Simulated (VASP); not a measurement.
A run of VASP 6.6.1 is set up as follows.

File INCAR:

```
  PREC = Accurate
  ENCUT = 520
  EDIFF = 1E-6
  ISMEAR = 0
  SIGMA = 0.15
  LREAL = F
  LASPH = T
  NELM = 80
  ALGO = Fast
  ISIF = 2
  LWAVE = F
  LCHARG = T
  GGA = PS
  LELF = T
  LVHAR = T
  NBANDS = 30
```

Contents of KPOINTS:

```
regular mesh
0
Gamma
  14 14 14
```

Contents of POSCAR:

```
Ni3Ge
1.0
    3.5249142772     -0.0352491428      0.0000000000
   -0.0352491428      3.5249142772      0.0000000000
    0.0000000000      0.0000000000      3.5249142772
Ni Ge
3 1
Direct
    0.5000000000      0.0000000000      0.5000000000
    0.0000000000      0.5000000000      0.5000000000
    0.5000000000      0.5000000000      0.0000000000
    0.0000000000      0.0000000000      0.0000000000
```

Potentials or basis: VASP PAW PBE potentials, release 64 (Ni, Ge_d).

Run with:

```console
$ cat potpaw_PBE.64/Ni/POTCAR potpaw_PBE.64/Ge_d/POTCAR > POTCAR
$ mpirun -np 1 vasp_std > vasp.out
```

Q: Predict the pressure.

A: 0.5 GPa.

Q: Predict the band gap on the k mesh.

A: Zero (bands 22 and 23 overlap by 0.24 eV).

Stress tensor (GPa, compression positive):
```
0.53 2.43 0.00
2.43 0.53 0.00
0.00 0.00 0.36
```

Caveat: the cell differs from its parent crystal (strain -0.0200 x Voigt [0, 0, 0, 0, 0, 1]); the PAW data sets were made with another functional, which shifts forces and pressure a little. Spin polarisation is off, so any magnetic state and its effect on volume and gap are missing.
